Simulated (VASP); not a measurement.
Re: single point with revPBE

The system is Re.

```xyz
3
Lattice="4.5055 0.0000 0.0000 -2.2527 3.9019 0.0000 0.0000 0.0000 2.8235" Properties=species:S:1:pos:R:3 pbc="T T T"
Re    0.0000    0.0000    2.8235
Re    0.0000    2.6012    1.4117
Re    2.2527    1.3006    1.4117
```

This cell differs from its parent crystal: volume scaled by 1.08.

```yaml
Program: VASP 6.6.1
Task: single point
Functional: revPBE
Potentials_or_basis: VASP PAW PBE potentials, release 64 (Re)
Cutoff: 520 eV
k_mesh: 9 × 9 × 13
Occupations: fermi-dirac, width 0.1 eV
Spin: no spin polarisation
```

```json
{
 "Pressure": "-23.0 GPa"
}
```

Stress tensor (GPa, compression positive):
```
-23.78   0.00   0.00
  0.00 -23.78   0.00
  0.00   0.00 -21.32
```

Levels at points of the mesh, in eV from the Fermi level:
```tsv
k point	band 7	band 8	band 9	band 10	band 11	band 12	band 13	band 14
(0.00, 0.00, 0.00)	-2.52	-1.66	-0.68	-0.68	0.06	0.06	0.11	0.11
```

Wall time 32 s on 1 thread of Intel(R) Xeon(R) 6975P-C (Granite Rapids), on a shared host, peak memory 0.21 GiB.

Caveat: the PAW data sets were made with another functional, which shifts forces and pressure a little; spin-orbit coupling is left out, which moves the levels of the heavy elements.
